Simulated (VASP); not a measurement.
A run of VASP 6.6.1:

POSCAR

```
CdTe
1.0
    3.2778738174      3.2778738174      0.0000000000
   -3.2778738174      3.2778738174      0.0000000000
    0.0000000000      3.2778738174      3.2778738174
Cd Te
1 1
Direct
    0.0000000000      0.0000000000      0.0000000000
    0.7500000000      0.2500000000      0.5000000000
```

File INCAR.step1:

```
ALGO = Normal ; EDIFF = 1E-4
ENCUT = 520 ; GGA = PE
ISMEAR = 0 ; LASPH = T
LCHARG = F ; LREAL = F
LWAVE = T ; NBANDS = 16
NELM = 60 ; PREC = Accurate
SIGMA = 0.01
```

INCAR.step2

```
ALGO = Normal ; EDIFF = 1E-6
ENCUT = 520 ; ISIF = 2
ISMEAR = 0 ; ISTART = 1
LASPH = T ; LCHARG = T
LELF = T ; LMIXTAU = T
LREAL = F ; LVHAR = T
LWAVE = F ; METAGGA = R2SCAN
NBANDS = 16 ; NELM = 60
PREC = Accurate ; SIGMA = 0.01
```

KPOINTS

```
k-points
0
Gamma
  6 6 6
```

Potentials or basis: VASP PAW PBE potentials, release 64 (Cd, Te).

Command:

```sh
$ cat potpaw_PBE.64/Cd/POTCAR potpaw_PBE.64/Te/POTCAR > POTCAR
$ cp INCAR.step1 INCAR
$ mpirun -np 1 vasp_std > vasp.out
$ cp INCAR.step2 INCAR
$ mpirun -np 1 vasp_std > vasp.out
```

Hardware: 1 thread of Intel(R) Xeon(R) 6975P-C (Granite Rapids), on a shared host.

Estimate the wall time of this run.

Run time: 36 s on 1 thread of Intel(R) Xeon(R) 6975P-C (Granite Rapids) (shared host), peak memory 0.22 GiB. Counts: k points 16.
